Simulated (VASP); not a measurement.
## Mg: single point with PBEsol

Crystal: Mg.

```
CELL_PARAMETERS angstrom
0.00000 2.15275 2.15275
2.15275 0.00000 2.15275
2.15275 2.15275 0.00000
ATOMIC_POSITIONS crystal
Mg 0.00000 0.00000 0.00000
```

This cell differs from its parent crystal: volume scaled by 0.88.

| Quantity | Value |
| --- | --- |
| Program | VASP 6.6.1 |
| Task | single point |
| Functional | PBEsol |
| Potentials or basis | VASP PAW PBE potentials, release 64 (Mg) |
| Cutoff | 520 eV |
| k mesh | 14 × 14 × 14 |
| Occupations | fermi-dirac, width 0.1 eV |
| Spin | no spin polarisation |

The pressure is 6.1 GPa. The band gap on the k mesh is zero (band 1 reaches 4.40 eV, above the bottom of band 2 at 2.07 eV).

Levels at points of the mesh, in eV from the Fermi level:
```tsv
k point	band 1	band 2	band 3	band 4	band 5	band 6
(0.00, 0.00, 0.00)	-7.53	13.25	13.25	13.25	15.79	15.97
(0.50, 0.00, 0.00)	-1.93	-1.26	12.04	12.04	13.57	13.57
(0.50, 0.50, 0.00)	-0.25	0.88	6.36	7.73	7.73	11.24
```

Run time: 3.8 s on 1 thread of Intel(R) Xeon(R) 6975P-C (Granite Rapids), with other jobs on the host, peak memory 0.13 GiB.

Caveat: the PAW data sets were made with another functional, which shifts forces and pressure a little.
